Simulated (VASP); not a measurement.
Input of a VASP 6.6.1 run:

File INCAR:

```
SYSTEM = SiGe
PREC = Accurate
ENCUT = 520
EDIFF = 1E-6
ISMEAR = 0
SIGMA = 0.03
LREAL = .FALSE.
LASPH = .TRUE.
NELM = 60
ALGO = Normal
ISIF = 2
LWAVE = .FALSE.
LCHARG = .FALSE.
GGA = PS
NBANDS = 26
```

KPOINTS

```
Automatic mesh
0
G
  12 12 6
  0 0 0
```

File POSCAR:

```
SiGe
1.0
    4.0018446113      0.0000000000      0.0000000000
   -2.0009223057      3.4656990954      0.0000000000
    0.0000000000      0.0000000000      6.6106243379
Si Ge
2 2
Direct
    0.6666666667      0.3333333333      0.8745463082
    0.3333333333      0.6666666667      0.3745463082
    0.6666666667      0.3333333333      0.5237332063
    0.3333333333      0.6666666667      0.0237332063
```

Potentials or basis: VASP PAW PBE potentials, release 64 (Si, Ge_d).

Run with:

```console
$ cat potpaw_PBE.64/Si/POTCAR potpaw_PBE.64/Ge_d/POTCAR > POTCAR
$ mpirun -np 1 vasp_std > vasp.out
```

Q: What does it give for the pressure?

A: -4.7 GPa.

Q: Predict the band gap on the k mesh.

A: Zero (bands 18 and 19 overlap by 0.22 eV).

Q: Predict the largest force.

A: 1.923 eV/Å.

Forces in eV/Å, atoms in the order of the input:
```
Si   0.000  0.000  1.923
Si   0.000  0.000  1.923
Ge   0.000  0.000 -1.923
Ge   0.000  0.000 -1.923
```

Caveat: the cell differs from its parent crystal (atoms shifted along a free coordinate); the stress differs along the axes, from -7 to 0 GPa; semilocal functionals underestimate gaps, and a narrow one can read as zero; the PAW data sets were made with another functional, which shifts forces and pressure a little.
